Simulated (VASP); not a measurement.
# TiGa7Sb8 (a cell with a defect) in VASP: further runs, part 2 of 2

VASP 6.6.1.

## 3. Single point, PBEsol, collinear spin

Contents of INCAR:

```
SYSTEM = TiGa7Sb8
PREC = Accurate
ENCUT = 520
EDIFF = 1E-7
ISMEAR = -1
SIGMA = 0.05
LREAL = Auto
LASPH = .True.
NELM = 150
ALGO = Normal
ISIF = 2
LWAVE = .False.
LCHARG = .True.
ISPIN = 2
MAGMOM = 0 0 0 0 0 0 0 2.2 0 0 0 0 0 0 0 0
LORBIT = 11
LMAXMIX = 4
GGA = PS
LELF = .True.
LVHAR = .True.
NBANDS = 90
NELECT = 142.0
ISYM = 0
```

Contents of KPOINTS:

```
Automatic mesh
0
Gamma
  1 1 1
  0.25 0.25 0.25
```

Contents of POSCAR:

```
TiGa7Sb8
1.0
    0.0000000000      6.1133940000      6.1133940000
    6.1133940000      0.0000000000      6.1133940000
    6.1133940000      6.1133940000      0.0000000000
Ga Ti Sb
7 1 8
Direct
    0.9995560000      0.9999070000      0.0027830000
    0.0021730000      0.9939290000      0.4987460000
    0.5014600000      0.4985470000      0.0006830000
    0.9945650000      0.5042460000      0.0012470000
    0.4986840000      0.0019850000      0.5026080000
    0.4966070000      0.0009870000      0.9998870000
    0.9984090000      0.4972930000      0.5047190000
    0.4954500000      0.5030410000      0.4980050000
    0.1238870000      0.1197950000      0.1282710000
    0.6244320000      0.6254240000      0.6265810000
    0.1269870000      0.1243570000      0.6238510000
    0.6272420000      0.6231340000      0.1241190000
    0.1232510000      0.6227250000      0.1306180000
    0.6292240000      0.1224210000      0.6260590000
    0.6244120000      0.1228650000      0.1274980000
    0.1249180000      0.6298430000      0.6267330000
```

Potentials or basis: VASP PAW PBE potentials, release 64 (Ga_d, Ti_sv, Sb).

The run is started by

```console
> cat potpaw_PBE.64/Ga_d/POTCAR potpaw_PBE.64/Ti_sv/POTCAR potpaw_PBE.64/Sb/POTCAR > POTCAR
> mpirun -np 1 vasp_std > vasp.out
```

OUTCAR:

```text
SYSTEM = TiGa7Sb8
   PREC = Accurate
   ENCUT = 520
   EDIFF = 1E-7
   ISMEAR = -1
   LREAL = Auto
   LASPH = .True.
   NELM = 150
   ISIF = 2
   ISPIN = 2
   LORBIT = 11
   GGA = PS
   NELECT = 142.0
   ISYM = 0

 ion  position               nearest neighbor table
   1  1.000  1.000  0.003-   9 2.61  15 2.65  13 2.66  11 2.67
   2  0.002  0.994  0.499-  16 2.57   9 2.62  14 2.63  11 2.69
   3  0.501  0.499  0.001-  12 2.64  10 2.64  15 2.65  13 2.67
   4  0.995  0.504  0.001-  12 2.59  16 2.64  13 2.66   9 2.71
   5  0.499  0.002  0.503-  11 2.62  14 2.64  15 2.65  10 2.66
   6  0.497  0.001  1.000-   9 2.63  14 2.64  15 2.66  12 2.67
[... 8 lines left out ...]
  15  0.624  0.123  0.127-   5 2.65   1 2.65   3 2.65   6 2.66
  16  0.125  0.630  0.627-   2 2.57   8 2.62   4 2.64   7 2.69

IMPORTANT INFORMATION: All symmetrisations will be switched off!
NOSYMM: (Re-)initialisation of all symmetry stuff for point group C_1.

----------------------------------------------------------------------------------------

                                     Primitive cell

  volume of cell :     456.9589

  direct lattice vectors                    reciprocal lattice vectors
     0.000000000  6.113394000  6.113394000    -0.081787629  0.081787629  0.081787629
     6.113394000  0.000000000  6.113394000     0.081787629 -0.081787629  0.081787629
     6.113394000  6.113394000  0.000000000     0.081787629  0.081787629 -0.081787629

  length of vectors
     8.645644707  8.645644707  8.645644707     0.141660329  0.141660329  0.141660329

  position of ions in fractional coordinates (direct lattice)
     0.999556000  0.999907000  0.002783000
     0.002173000  0.993929000  0.498746000
     0.501460000  0.498547000  0.000683000
     0.994565000  0.504246000  0.001247000
     0.498684000  0.001985000  0.502608000
     0.496607000  0.000987000  0.999887000
[... 8 lines left out ...]
     0.624412000  0.122865000  0.127498000
     0.124918000  0.629843000  0.626733000

  ion indices of the primitive-cell ions
   primitive index   ion index
                 1           1
                 2           2
[... 467 lines left out ...]

 spin component 2

 k-point     1 :       0.2500    0.2500    0.2500
  band No.  band energies     occupation
      1     -52.3414      1.00000
      2     -28.7460      1.00000
      3     -28.7314      1.00000
      4     -28.7164      1.00000
      5     -10.2542      1.00000
      6     -10.2373      1.00000
[... 333 lines left out ...]
     82       7.0608      0.00000
     83       7.0884      0.00000
 [bands above 83 left out]

------------------------ aborting loop because EDIFF is reached ----------------------------------------

  FORCE on cell =-STRESS in cart. coord.  units (eV):
  Direction    XX          YY          ZZ          XY          YZ          ZX
  --------------------------------------------------------------------------------------
  -------------------------------------------------------------------------------------
  Total       -1.8427252     -1.9411490     -1.9778828     -0.6470421      0.1566201     -1.1746457
  in kB       -6.4609146     -6.8060056     -6.9348007     -2.2686419      0.5491374     -4.1185119
  external PRESSURE =      -6.7339070 kB  Pullay stress =       0.0000000 kB

 VOLUME and BASIS-vectors are now :
 -----------------------------------------------------------------------------
  energy-cutoff  :      520.00
  volume of cell :      456.96
      direct lattice vectors                 reciprocal lattice vectors
     0.000000000  6.113394000  6.113394000    -0.081787629  0.081787629  0.081787629
     6.113394000  0.000000000  6.113394000     0.081787629 -0.081787629  0.081787629
     6.113394000  6.113394000  0.000000000     0.081787629  0.081787629 -0.081787629

 POSITION                                       TOTAL-FORCE (eV/Angst)
 -----------------------------------------------------------------------------------
      6.12984      6.12769     12.22351        -0.250113     -0.130040     -0.128111
      9.12531      3.06232      6.08956         0.402202     -0.025541      0.571365
      3.05199      3.06980      6.11344         0.024558     -0.057200     -0.451513
      3.09028      6.08779      9.16282        -0.220374      0.701353      0.024538
      3.08478      6.12129      3.06079        -0.109801     -0.227052      0.051161
      6.11874      9.14866      3.04199         0.251247      0.177881      0.039907
[... 8 lines left out ...]
      1.53057      4.59672      4.56840        -0.115960      0.031458      0.123771
      7.68194      4.59514      4.61415        -0.252986      0.049189     -0.449893
 -----------------------------------------------------------------------------------
    total drift:                                0.000697      0.006814     -0.001590

  FREE ENERGIE OF THE ION-ELECTRON SYSTEM (eV)
  ---------------------------------------------------
  free  energy   TOTEN  =       -67.6350317230 eV

  energy  without entropy=      -67.6196559368  energy(sigma->0) =      -67.62734383

 total charge

# of ion       s       p       d       tot
------------------------------------------
    1        0.876   0.781   9.965  11.623
    2        0.882   0.791   9.966  11.638
    3        0.883   0.765   9.963  11.610
    4        0.884   0.763   9.963  11.609
    5        0.882   0.772   9.964  11.618
    6        0.883   0.764   9.963  11.610
[... 8 lines left out ...]
   15        1.107   1.363   0.025   2.495
   16        1.113   1.407   0.024   2.544
--------------------------------------------------
tot         17.234  22.514  71.913 111.661

 magnetization (x)

# of ion       s       p       d       tot
------------------------------------------
    1        0.000   0.000  -0.000   0.000
    2        0.000   0.000   0.000   0.000
    3        0.000   0.000   0.000   0.000
    4       -0.000   0.000   0.000   0.000
    5        0.000   0.000   0.000   0.000
    6        0.000   0.000   0.000   0.000
[... 8 lines left out ...]
   15        0.000   0.000   0.000   0.000
   16        0.000   0.000  -0.000   0.000
--------------------------------------------------
tot         -0.000   0.000  -0.000  -0.000
```

stdout:

```text
POSCAR found type information on POSCAR GaTiSb
 POSCAR found :  3 types and      16 ions
 scaLAPACK will be used
 -----------------------------------------------------------------------------
|                                                                             |
|                                                                             |
|     You enforced a specific xc type in the INCAR file but a different       |
|     I HOPE YOU KNOW WHAT YOU ARE DOING!                                     |
|                                                                             |
 -----------------------------------------------------------------------------

 LDA part: xc-table for (Slater+PW92), standard interpolation
 POSCAR, INCAR and KPOINTS ok, starting setup
 FFT: planning ... GRIDC
 FFT: planning ... GRID_SOFT
 FFT: planning ... GRID
 WAVECAR not read
 entering main loop
 the old and the new charge density differ
 old charge density:   143.00000 new  142.00000
    0.178E+01
```

Wall time 8.2 min (1 thread of Intel Xeon 6975P-C (Granite Rapids), shared host); peak memory 0.88 GiB.

Results:

- Free energy: -67.6350 eV
- Largest force: 0.736 eV/Å
- Net moment: 0.00 μB per cell
- Valence electrons inside the program's atomic spheres: Ga 11.62, 11.64, 11.61 (each value once); Ti 10.23; Sb 2.50, 2.52, 2.54, 2.49 (each value once)

Forces on the atoms (eV/Å):
```
Ga  -0.250 -0.130 -0.128
Ga   0.402 -0.026  0.571
Ga   0.025 -0.057 -0.452
Ga  -0.220  0.701  0.025
Ga  -0.110 -0.227  0.051
Ga   0.251  0.178  0.040
Ga  -0.211  0.032  0.142
Ti  -0.119  0.507  0.110
Sb   0.090 -0.349  0.248
Sb  -0.127 -0.197 -0.139
Sb   0.175  0.104 -0.379
Sb   0.222 -0.205 -0.084
Sb   0.036 -0.164  0.223
Sb   0.205 -0.248  0.097
Sb  -0.116  0.031  0.124
Sb  -0.253  0.049 -0.450
```

Caveat: the cell carries a net charge on a neutralising background, which shifts energy and pressure; the cell is charged against a uniform background, so pressure and absolute levels hang on convention; the PAW data sets were made with another functional, which shifts forces and pressure a little.

## 4. Single point, revPBE, collinear spin

Contents of INCAR:

```
PREC = Accurate ; ENCUT = 520
EDIFF = 1E-7 ; ISMEAR = -1
SIGMA = 0.05 ; LREAL = Auto
LASPH = True ; NELM = 150
ALGO = Normal ; ISIF = 2
LWAVE = False ; LCHARG = True
ISPIN = 2 ; MAGMOM = 0 0 0 0 0 0 0 2 0 0 0 0 0 0 0 0
LORBIT = 11 ; LMAXMIX = 4
GGA = RE ; LELF = True
LVHAR = True ; NELECT = 142.0
ISYM = 0 ; NBANDS = 90
```

KPOINTS is that of step 3.

POSCAR is that of step 3.

Potentials or basis: VASP PAW PBE potentials, release 64 (Ga_d, Ti_sv, Sb).

The run is started by

```console
> cat potpaw_PBE.64/Ga_d/POTCAR potpaw_PBE.64/Ti_sv/POTCAR potpaw_PBE.64/Sb/POTCAR > POTCAR
> mpirun -np 1 vasp_std > vasp.out
```

OUTCAR:

```text
PREC = Accurate
   ENCUT = 520
   EDIFF = 1E-7
   ISMEAR = -1
   LREAL = Auto
   LASPH = True
   NELM = 150
   ISIF = 2
   ISPIN = 2
   LORBIT = 11
   GGA = RE
   NELECT = 142.0
   ISYM = 0

 ion  position               nearest neighbor table
   1  1.000  1.000  0.003-   9 2.61  15 2.65  13 2.66  11 2.67
   2  0.002  0.994  0.499-  16 2.57   9 2.62  14 2.63  11 2.69
   3  0.501  0.499  0.001-  12 2.64  10 2.64  15 2.65  13 2.67
   4  0.995  0.504  0.001-  12 2.59  16 2.64  13 2.66   9 2.71
   5  0.499  0.002  0.503-  11 2.62  14 2.64  15 2.65  10 2.66
   6  0.497  0.001  1.000-   9 2.63  14 2.64  15 2.66  12 2.67
[... 8 lines left out ...]
  15  0.624  0.123  0.127-   5 2.65   1 2.65   3 2.65   6 2.66
  16  0.125  0.630  0.627-   2 2.57   8 2.62   4 2.64   7 2.69

IMPORTANT INFORMATION: All symmetrisations will be switched off!
NOSYMM: (Re-)initialisation of all symmetry stuff for point group C_1.

----------------------------------------------------------------------------------------
[... 886 lines left out ...]
      7.68194      4.59514      4.61415        -0.232172      0.016546     -0.527996
 -----------------------------------------------------------------------------------
    total drift:                                0.000453      0.007442     -0.001251

  FREE ENERGIE OF THE ION-ELECTRON SYSTEM (eV)
  ---------------------------------------------------
  free  energy   TOTEN  =       -56.8827631375 eV

  energy  without entropy=      -56.8736094206  energy(sigma->0) =      -56.87818628

 total charge

# of ion       s       p       d       tot
------------------------------------------
    1        0.873   0.789   9.965  11.627
    2        0.878   0.798   9.966  11.642
    3        0.879   0.772   9.963  11.613
    4        0.880   0.770   9.963  11.612
    5        0.878   0.780   9.964  11.622
    6        0.879   0.771   9.963  11.613
[... 8 lines left out ...]
   15        1.099   1.376   0.026   2.500
   16        1.106   1.420   0.024   2.549
--------------------------------------------------
tot         17.143  22.665  71.911 111.719

 magnetization (x)

# of ion       s       p       d       tot
------------------------------------------
    1        0.000   0.000  -0.000   0.000
    2        0.000  -0.000  -0.000   0.000
    3        0.000  -0.000  -0.000  -0.000
    4        0.000  -0.000   0.000   0.000
    5        0.000  -0.000  -0.000  -0.000
    6        0.000  -0.000  -0.000  -0.000
[... 8 lines left out ...]
   15        0.000  -0.000   0.000  -0.000
   16       -0.000  -0.000   0.000  -0.000
--------------------------------------------------
tot          0.000  -0.000   0.000   0.000
```

OSZICAR:

```text
N       E                     dE             d eps       ncg     rms          rms(c)
DAV:   1     0.139188329598E+04    0.13919E+04   -0.59289E+04  1552   0.195E+03
DAV:   2     0.210150779139E+03   -0.11817E+04   -0.11371E+04  1528   0.569E+02
DAV:   3    -0.327110333278E+02   -0.24286E+03   -0.22559E+03  1912   0.186E+02
DAV:   4    -0.564157402685E+02   -0.23705E+02   -0.23037E+02  1868   0.538E+01
[... 12 lines left out ...]
DAV:  17    -0.568827415729E+02   -0.31004E-04   -0.79855E-05  1640   0.389E-02    0.229E-02
DAV:  18    -0.568827628398E+02   -0.21267E-04   -0.42004E-05  1632   0.229E-02    0.699E-03
DAV:  19    -0.568827633825E+02   -0.54272E-06   -0.41654E-06  1896   0.946E-03    0.665E-03
DAV:  20    -0.568827630825E+02    0.29996E-06   -0.72276E-07  1632   0.507E-03    0.425E-03
DAV:  21    -0.568827631375E+02   -0.54988E-07   -0.73006E-07  1440   0.474E-03
   1 F= -.56882763E+02 E0= -.56878186E+02  d E =-.915372E-02  mag=    -0.0000
```

Wall time 10 min (1 thread of Intel Xeon 6975P-C (Granite Rapids), shared host); peak memory 0.87 GiB.

Results:

```yaml
Free_energy: -56.8828 eV
Largest_force: 0.779 eV/Å
Net_moment: 0.00 μB per cell
Valence_electrons_inside_the_program's_atomic_spheres: Ga 11.63, 11.64, 11.61, 11.62 (each value once); Ti 10.22; Sb 2.51, 2.53, 2.50, 2.54, 2.55 (each value once)
```

Forces on the atoms (eV/Å):
```
Ga  -0.270 -0.142 -0.133
Ga   0.431 -0.027  0.600
Ga   0.024 -0.063 -0.470
Ga  -0.242  0.739  0.026
Ga  -0.115 -0.227  0.054
Ga   0.258  0.187  0.043
Ga  -0.207  0.043  0.149
Ti  -0.128  0.527  0.112
Sb   0.115 -0.364  0.284
Sb  -0.089 -0.168 -0.104
Sb   0.175  0.097 -0.399
Sb   0.196 -0.262 -0.047
Sb   0.027 -0.164  0.229
Sb   0.176 -0.215  0.068
Sb  -0.118  0.023  0.117
Sb  -0.232  0.017 -0.528
```

Caveat: the cell carries a net charge on a neutralising background, which shifts energy and pressure; the cell is charged against a uniform background, so pressure and absolute levels hang on convention; the PAW data sets were made with another functional, which shifts forces and pressure a little.
